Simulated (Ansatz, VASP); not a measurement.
## CaCr3Bi in VASP and in Ansatz

INCAR

```
  ALGO = Normal
  EDIFF = 1E-7
  EDIFFG = -0.04
  ENCUT = 500
  GGA = PE
  GGA_COMPAT = False
  IBRION = 2
  ISIF = 3
  ISMEAR = 0
  ISPIN = 2
  LASPH = True
  LCHARG = False
  LMAXMIX = 4
  LORBIT = 11
  LREAL = False
  LWAVE = False
  MAGMOM = 0 1.95 1.95 1.95 0
  NELM = 200
  NELMIN = 4
  NSW = 90
  PREC = Accurate
  SIGMA = 0.1
```

The input KPOINTS:

```
k-points
0
Gamma
  4 4 4
```

The input POSCAR:

```
CaCr3Bi
1.0
    4.4688099163      0.0000000000      0.0000000000
    0.0000000000      4.4688099163      0.0000000000
    0.0000000000      0.0000000000      4.4688099163
Ca Cr Bi
1 3 1
Direct
    0.0000000000      0.0000000000      0.0000000000
    0.0000000000      0.5000000000      0.5000000000
    0.5000000000      0.0000000000      0.5000000000
    0.5000000000      0.5000000000      0.0000000000
    0.5000000000      0.5000000000      0.5000000000
```

Input for Ansatz:

```yaml
crystal:
  lattice:
    - [4.4688099163, 0.0, 0.0]
    - [0.0, 4.4688099163, 0.0]
    - [0.0, 0.0, 4.4688099163]
  atoms:
    - { symbol: Ca, position: [0.0, 0.0, 0.0] }
    - { symbol: Cr, position: [0.0, 0.5, 0.5], spin: 1.95 }
    - { symbol: Cr, position: [0.5, 0.0, 0.5], spin: 1.95 }
    - { symbol: Cr, position: [0.5, 0.5, 0.0], spin: 1.95 }
    - { symbol: Bi, position: [0.5, 0.5, 0.5] }
basis:
  ecutwfc: 420
kpoints:
  mp_grid: { grid: [4, 4, 4] }
hamiltonian:
  xc: pbe
scf:
  occupations: { method: gaussian, width: 0.1 }
  lower_state_search: "off"
output:
  forces: true
  stress: true
  eigenvalues: true
  populations: true
magnetization:
  spin_polarized: true
relax:
  adjacent_minimum: "off"
  f_tol: 0.04
  max_steps: 70
  cell: { stress_tol: 0.4 }
```

Alike in both runs: task relaxation of cell and atoms; functional PBE; k mesh 4 × 4 × 4; occupations gaussian, width 0.1 eV; collinear spin.

```csv
,VASP,Ansatz
version,VASP 6.6.1,Ansatz 0.2.0
potentials or method,"VASP PAW PBE potentials, release 64 (Ca_sv, Cr_pv, Bi_d), cutoff 500 eV","scalar-relativistic, plane waves, PAW"
valence electrons in the cell,61,67
```

```tsv
	VASP	Ansatz	Ansatz less VASP
gap on the k mesh at the Fermi level, each at its own relaxed structure (eV)	none	none	-
net moment per atom (μB)	2.63	2.64	+0.009
size of the moment on the site where the two differ most (μB)	3.89	3.78	-0.108
relaxed volume (Å³/atom)	30.21	30.37	+0.155
relaxed cell length with the largest relative difference (Å)	5.326	5.335	+0.0091
```

Site moments also hang on the region over which each program counts them. A gap of «none» marks a metal or a gap that the smearing closes. VASP's potentials hold 61 valence electrons a cell and Ansatz's 67, so a difference there can come from the potentials and not from the codes.

Spin-orbit coupling is off throughout. Noted on VASP's run: the volume moved by over 15 % at a fixed basis, so the end points are rough; too few bands were computed for a metal, which touches its energy and stress.
